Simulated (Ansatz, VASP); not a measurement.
One calculation of Al3Os, two programs

```
Al Os
1.0
     3.83555    0.00000    0.00000
     0.00000    3.83555    0.00000
     0.00000    0.00000    3.79612
Al Os
3 1
Cartesian
  0.0000 1.9178 1.8981
  1.9178 0.0000 1.8981
  1.9178 1.9178 0.0000
  0.0000 0.0000 0.0000
```

Alike in both runs: task relaxation of cell and atoms; functional PBE; k mesh 4 × 4 × 4; occupations gaussian, width 0.1 eV; no spin polarisation.

|  | VASP | Ansatz |
| --- | --- | --- |
| version | VASP 6.6.1 | Ansatz 0.2.0 |
| potentials or method | VASP PAW PBE potentials, release 64 (Al, Os), cutoff 600 eV | scalar-relativistic, plane waves, PAW |
| valence electrons in the cell | 17 | 25 |

```csv
,VASP,Ansatz,Ansatz less VASP
"gap on the k mesh at the Fermi level, each at its own relaxed structure (eV)",none,none,-
relaxed volume (Å³/atom),14.48,14.49,+0.007
relaxed cell length with the largest relative difference (Å),3.862,3.870,+0.0075
```

A gap of «none» marks a metal or a gap that the smearing closes. VASP's potentials hold 17 valence electrons a cell and Ansatz's 25, so a difference there can come from the potentials and not from the codes.

The k mesh is coarse, so the values compare programs but aren't converged. Neither program's run includes spin-orbit coupling.
